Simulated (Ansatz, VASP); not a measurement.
**Li in VASP and in Ansatz**

```
Li
1.0
     1.59292    0.94087    7.60053
    -1.50808    0.92537    7.58502
     0.02899   -1.75242    7.57935
Li
3
Direct
  0.00000 0.00000 0.00000
  0.22200 0.22200 0.22200
  0.77800 0.77800 0.77800
```

Change from the starting cell: equal xy, yz and zx shear strains of +1 %.

Alike in both runs: task single point; functional PBE; k mesh 12 × 12 × 12; occupations fermi-dirac, width 0.05 eV; no spin polarisation.

|  | VASP | Ansatz |
| --- | --- | --- |
| version | VASP 6.6.1 | Ansatz 0.2.0 |
| potentials or method | VASP PAW PBE potentials, release 64 (Li_sv), cutoff 520 eV | all-electron LAPW, scalar-relativistic |

|  | VASP | Ansatz | Ansatz less VASP |
| --- | --- | --- | --- |
| rms of the force components (eV/Å) | 0.005 | 0.005 | -0.0001 |

Atom by atom the forces differ by 0.000 eV/Å (rms over components). Ansatz ran all-electron here, and VASP with PAW potentials.

Noted on VASP's run: the cutoff is under 1.25 times that of the potentials, so the pressure is a little rough.
